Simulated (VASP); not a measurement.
# PbS (Pm-3m) in VASP: further runs

The runs below take PbS through single point, with r2SCAN.

Program: VASP 6.6.1. These are calculated values, not measurements. Logs are shortened: lines on timing, memory, paths and dates and some standing lists are left out, and cuts for length are marked.

### Step 1. The cell of the first run

It takes space group Pm-3m (No. 221, cubic). The conventional cell has a = 3.604 Å, b = 3.604 Å, c = 3.604 Å, α = 90.00°, β = 90.00°, γ = 90.00°. Pb (site symmetry m-3m) has 8 S at 3.12 Å and 6 Pb at 3.60 Å within 4.1 Å. S (site symmetry m-3m) has 8 Pb at 3.12 Å and 6 S at 3.60 Å within 4.1 Å.

### Step 2. Single point, r2SCAN

Input file POSCAR:

```
PbS
1.0
    3.6042791765      0.0000000000      0.0000000000
    0.0000000000      3.6042791765      0.0000000000
    0.0000000000      0.0000000000      3.6042791765
Pb S
1 1
Direct
    0.0000000000      0.0000000000      0.0000000000
    0.5000000000      0.5000000000      0.5000000000
```

Input file INCAR.step1:

```
SYSTEM = PbS
ALGO = Normal
EDIFF = 1E-5
ENCUT = 550
GGA = PE
GGA_COMPAT = .False.
ISMEAR = -1
LASPH = .True.
LCHARG = .False.
LREAL = .False.
LWAVE = .True.
NBANDS = 17
NELM = 120
PREC = Accurate
SIGMA = 0.05
```

Input file INCAR.step2:

```
SYSTEM = PbS
ALGO = Normal
EDIFF = 1E-6
ENCUT = 550
GGA_COMPAT = .False.
ISIF = 2
ISMEAR = -1
ISTART = 1
LASPH = .True.
LCHARG = .True.
LELF = .True.
LMIXTAU = .True.
LREAL = .False.
LVHAR = .True.
LWAVE = .False.
METAGGA = R2SCAN
NBANDS = 17
NELM = 120
PREC = Accurate
SIGMA = 0.05
```

Input file KPOINTS:

```
k-points
0
Gamma
  7 7 7
  0 0 0
```

Potentials or basis: VASP PAW PBE potentials, release 64 (Pb_d, S).

The run is started by

```console
$ cat potpaw_PBE.64/Pb_d/POTCAR potpaw_PBE.64/S/POTCAR > POTCAR
$ cp INCAR.step1 INCAR
$ mpirun -np 1 vasp_std > vasp.out
$ cp INCAR.step2 INCAR
$ mpirun -np 1 vasp_std > vasp.out
```

OUTCAR:

```text
SYSTEM = PbS
   EDIFF = 1E-6
   ENCUT = 550
   ISIF = 2
   ISMEAR = -1
   ISTART = 1
   LASPH = .True.
   LREAL = .False.
   METAGGA = R2SCAN
   NELM = 120
   PREC = Accurate

 ion  position               nearest neighbor table
   1  0.000  0.000  0.000-   2 3.12   2 3.12   2 3.12   2 3.12   2 3.12   2 3.12   2 3.12   2 3.12

   2  0.500  0.500  0.500-   1 3.12   1 3.12   1 3.12   1 3.12   1 3.12   1 3.12   1 3.12   1 3.12

  LATTYP: Found a simple cubic cell.
 ALAT       =     3.6042791765

  Lattice vectors:

 A1 = (   3.6042791765,   0.0000000000,   0.0000000000)
 A2 = (   0.0000000000,   3.6042791765,   0.0000000000)
 A3 = (   0.0000000000,   0.0000000000,   3.6042791765)

Analysis of symmetry for initial positions (statically):
=====================================================================
 Subroutine PRICEL returns:
 Original cell was already a primitive cell.

 Routine SETGRP: Setting up the symmetry group for a
 simple cubic supercell.

 Subroutine GETGRP returns: Found 48 space group operations
 (whereof 48 operations were pure point group operations)
 out of a pool of 48 trial point group operations.

The static configuration has the point symmetry O_h .

Analysis of symmetry for dynamics (positions and initial velocities):
=====================================================================
 Subroutine PRICEL returns:
 Original cell was already a primitive cell.

 Routine SETGRP: Setting up the symmetry group for a
 simple cubic supercell.

 Subroutine GETGRP returns: Found 48 space group operations
 (whereof 48 operations were pure point group operations)
 out of a pool of 48 trial point group operations.

The dynamic configuration has the point symmetry O_h .

 Subroutine INISYM returns: Found 48 space group operations
 (whereof 48 operations are pure point group operations),
 and found     1 'primitive' translations

----------------------------------------------------------------------------------------

                                     Primitive cell

  volume of cell :      46.8226

  direct lattice vectors                    reciprocal lattice vectors
     3.604279176  0.000000000  0.000000000     0.277447986  0.000000000  0.000000000
     0.000000000  3.604279176  0.000000000     0.000000000  0.277447986  0.000000000
     0.000000000  0.000000000  3.604279176     0.000000000  0.000000000  0.277447986

  length of vectors
     3.604279176  3.604279176  3.604279176     0.277447986  0.277447986  0.277447986

  position of ions in fractional coordinates (direct lattice)
     0.000000000  0.000000000  0.000000000
     0.500000000  0.500000000  0.500000000

  ion indices of the primitive-cell ions
   primitive index   ion index
                 1           1
                 2           2

----------------------------------------------------------------------------------------

 KPOINTS: k-points

Automatic generation of k-mesh.
 Grid dimensions read from file:
 generate k-points for:    7    7    7

 Generating k-lattice:

  Cartesian coordinates                     Fractional coordinates (reciprocal lattice)
     0.039635427  0.000000000  0.000000000     0.142857143  0.000000000  0.000000000
     0.000000000  0.039635427  0.000000000     0.000000000  0.142857143  0.000000000
     0.000000000  0.000000000  0.039635427     0.000000000  0.000000000  0.142857143

  Length of vectors
     0.039635427  0.039635427  0.039635427

  Shift w.r.t. Gamma in fractional coordinates (k-lattice)
     0.000000000  0.000000000  0.000000000

 Subroutine IBZKPT returns following result:
 ===========================================

 Found     20 irreducible k-points:

 Following reciprocal coordinates:
            Coordinates               Weight
  0.000000  0.000000  0.000000      1.000000
  0.142857  0.000000  0.000000      6.000000
  0.285714  0.000000  0.000000      6.000000
  0.428571  0.000000  0.000000      6.000000
  0.142857  0.142857  0.000000     12.000000
  0.285714  0.142857  0.000000     24.000000
[... 12 lines left out ...]
  0.428571  0.428571  0.285714     24.000000
  0.428571  0.428571  0.428571      8.000000
   k-points           NKPTS =     20   k-points in BZ     NKDIM =     20   number of bands    NBANDS=     17
   number of dos      NEDOS =    301   number of ions     NIONS =      2
   total plane-waves  NPLWV =  21952
   dimension x,y,z NGX =    28 NGY =   28 NGZ =   28
   dimension x,y,z NGXF=    56 NGYF=   56 NGZF=   56
   ions per type =               1   1
   NGX,Y,Z   is equivalent  to a cutoff of  12.91, 12.91, 12.91 a.u.
   NGXF,Y,Z  is equivalent  to a cutoff of  25.83, 25.83, 25.83 a.u.
 SYSTEM =  PbS
   PREC   = accura    normal or accurate (medium, high low for compatibility)
   ISTART =      1    job   : 0-new  1-cont  2-samecut
   ICHARG =      0    charge: 1-file 2-atom 10-const
   ISPIN  =      1    spin polarized calculation?
   LNONCOLLINEAR =      F non collinear calculations
   LSORBIT =      F    spin-orbit coupling
   LASPH  =      T    aspherical Exc in radial PAW
   ENCUT  =  550.0 eV  40.42 Ry    6.36 a.u.   6.89  6.89  6.89*2*pi/ulx,y,z
   NELM   =    120;   NELMIN=  2; NELMDL=  0     # of ELM steps
   EDIFF  = 0.1E-05   stopping-criterion for ELM
   LREAL  =      F    real-space projection
   EDIFFG = 0.1E-04   stopping-criterion for IOM
   NSW    =      0    number of steps for IOM
   IBRION =     -1    ionic relax: 0-MD 1-quasi-New 2-CG
   NFREE  =      0    steps in history (QN), initial steepest desc. (CG)
   ISIF   =      2    stress and relaxation
   ISYM   =      2    0-nonsym 1-usesym 2-fastsym
   POTIM  = 0.5000    time-step for ionic-motion
   TEBEG  =    0.0;   TEEND  =   0.0 temperature during run
   PSTRESS=    0.0 pullay stress
   NELECT =      20.0000    total number of electrons
   NUPDOWN=      -1.0000    fix difference up-down
   EMIN   =  10.00;   EMAX   =-10.00  energy-range for DOS
   EFERMI =   0.00;   METHOD = LEGACY
   ISMEAR =    -1;   SIGMA  =   0.05  broadening in eV -4-tet -1-fermi 0-gaus
   EFERMI_NEDOS =   21; number of points for ismear=-14 and -15
   IALGO  =     38    algorithm
   IMIX   =      4    mixing-type and parameters
     AMIX     =   0.40;   BMIX     =  1.00
     AMIX_MAG =   1.60;   BMIX_MAG =  1.00
  volume/ion in A,a.u.               =      23.41       157.99
  Fermi-wavevector in a.u.,A,eV,Ry     =   1.232915  2.329871 20.681930  1.520079
  Thomas-Fermi vector in A             =   2.367666
   LORBIT       =      0    0 simple, 1 ext, 2 COOP (PROOUT), +10 PAW based schemes
   METAGGA = R2SCAN    functional components
   LHFCALC =     F    Hartree Fock is set to
   AEXX    =    0.0000 exact exchange contribution
   IVDW    =     0    specifies the selected vdW correction
   LEPSILON=     F    determine dielectric tensor
   LRPA    =     F    only Hartree local field effects (RPA)
 non-spin polarized calculation
  energy-cutoff  :      550.00
  volume of cell :       46.82
 maximum number of plane-waves:      1386
 NGX is ok and might be reduce to    28
   NGX = 13   NGY = 13   NGZ = 13

 number of electron      19.9999997 magnetization

 Free energy of the ion-electron system (eV)
  ---------------------------------------------------
  ext. energy  EPLUGINS =         0.00000000
  ---------------------------------------------------
  free energy    TOTEN  =       -65.07218394 eV

  energy without entropy =      -65.06752638  energy(sigma->0) =      -65.06985516

 E-fermi :   6.4687     XC(G=0): -10.9187

 val. band max:        6.3454725221   @ k =   0.2857   0.1429   0.1429
 cond. band min:       6.5541474316   @ k =   0.4286   0.4286   0.4286
 fundamental gap:      0.2086749095
 Fermi energy:         6.4687474579

 k-point     1 :       0.0000    0.0000    0.0000
  band No.  band energies     occupation
      1     -11.1267      2.00000
      2     -11.1267      2.00000
      3     -10.8855      2.00000
      4     -10.8855      2.00000
      5     -10.8855      2.00000
      6      -7.5009      2.00000
[... 9 lines left out ...]
     16      19.9390      0.00000
     17      19.9390      0.00000

 k-point     2 :       0.1429    0.0000    0.0000
  band No.  band energies     occupation
      1     -11.1245      2.00000
      2     -11.0932      2.00000
      3     -10.8984      2.00000
      4     -10.8984      2.00000
      5     -10.8842      2.00000
      6      -7.3141      2.00000
[... 9 lines left out ...]
     16      19.8140      0.00000
     17      19.8218      0.00000

 k-point     3 :       0.2857    0.0000    0.0000
  band No.  band energies     occupation
      1     -11.1196      2.00000
      2     -11.0187      2.00000
      3     -10.9271      2.00000
      4     -10.9271      2.00000
      5     -10.8813      2.00000
      6      -6.8003      2.00000
[... 9 lines left out ...]
     16      18.1266      0.00000
     17      19.8910      0.00000

 k-point     4 :       0.4286    0.0000    0.0000
  band No.  band energies     occupation
      1     -11.1157      2.00000
      2     -10.9596      2.00000
      3     -10.9500      2.00000
      4     -10.9500      2.00000
      5     -10.8789      2.00000
      6      -6.2059      2.00000
[... 9 lines left out ...]
     16      19.8631      0.00000
     17      19.9557      0.00000
[... 263 lines left out ...]
      1     -11.0255      2.00000
      2     -10.9976      2.00000
      3     -10.9672      2.00000
      4     -10.9444      2.00000
      5     -10.8811      2.00000
      6      -5.3318      2.00000
[... 9 lines left out ...]
     16      18.3786      0.00000
     17      22.2695      0.00000

 k-point    19 :       0.4286    0.4286    0.2857
  band No.  band energies     occupation
      1     -11.0499      2.00000
      2     -10.9959      2.00000
      3     -10.9935      2.00000
      4     -10.9117      2.00000
      5     -10.8446      2.00000
      6      -5.1197      2.00000
[... 9 lines left out ...]
     16      19.4862      0.00000
     17      22.8623      0.00000

 k-point    20 :       0.4286    0.4286    0.4286
  band No.  band energies     occupation
      1     -11.0322      2.00000
      2     -11.0243      2.00000
      3     -11.0243      2.00000
      4     -10.8431      2.00000
      5     -10.8431      2.00000
      6      -5.0027      2.00000
[... 9 lines left out ...]
     16      20.6202      0.00000
     17      23.9719      0.00000

------------------------ aborting loop because EDIFF is reached ----------------------------------------

  FORCE on cell =-STRESS in cart. coord.  units (eV):
  Direction    XX          YY          ZZ          XY          YZ          ZX
  --------------------------------------------------------------------------------------
  -------------------------------------------------------------------------------------
  Total        0.5429390      0.5429390      0.5429390      0.0000000      0.0000000     -0.0000000
  in kB       18.5783147     18.5783147     18.5783147      0.0000000      0.0000000     -0.0000000
  external PRESSURE =      18.5783147 kB  Pullay stress =       0.0000000 kB

 VOLUME and BASIS-vectors are now :
 -----------------------------------------------------------------------------
  energy-cutoff  :      550.00
  volume of cell :       46.82
      direct lattice vectors                 reciprocal lattice vectors
     3.604279176  0.000000000  0.000000000     0.277447986  0.000000000  0.000000000
     0.000000000  3.604279176  0.000000000     0.000000000  0.277447986  0.000000000
     0.000000000  0.000000000  3.604279176     0.000000000  0.000000000  0.277447986

 POSITION                                       TOTAL-FORCE (eV/Angst)
 -----------------------------------------------------------------------------------
      0.00000      0.00000      0.00000         0.000000      0.000000      0.000000
      1.80214      1.80214      1.80214         0.000000      0.000000      0.000000
 -----------------------------------------------------------------------------------
    total drift:                               -0.000000      0.000000      0.000000

  FREE ENERGIE OF THE ION-ELECTRON SYSTEM (eV)
  ---------------------------------------------------
  free  energy   TOTEN  =       -65.0721839357 eV

  energy  without entropy=      -65.0675263757  energy(sigma->0) =      -65.06985516
```

Run time: 47 s. Hardware: 1 thread of Intel Xeon 6975P-C, shared host; peak memory 0.17 GiB.

Results:

- Free energy: -65.0722 eV
- Pressure: 1.9 GPa
- Band gap on the k mesh: 0.21 eV, indirect (least direct gap 1.69 eV)

Levels at points of the mesh, in eV from the valence-band top:
| k point | band 7 | band 8 | band 9 | band 10 | band 11 | band 12 | band 13 | band 14 |
| --- | --- | --- | --- | --- | --- | --- | --- | --- |
| (0.00, 0.00, 0.00) | -6.61 | -1.67 | -1.67 | -1.67 | 6.07 | 6.07 | 7.35 | 7.35 |

Caveat: the PAW data sets were made with another functional, which shifts forces and pressure a little; spin-orbit coupling is left out, which moves the levels of the heavy elements. A k mesh can miss the band edges.

(Continued in part 2 of 2.)
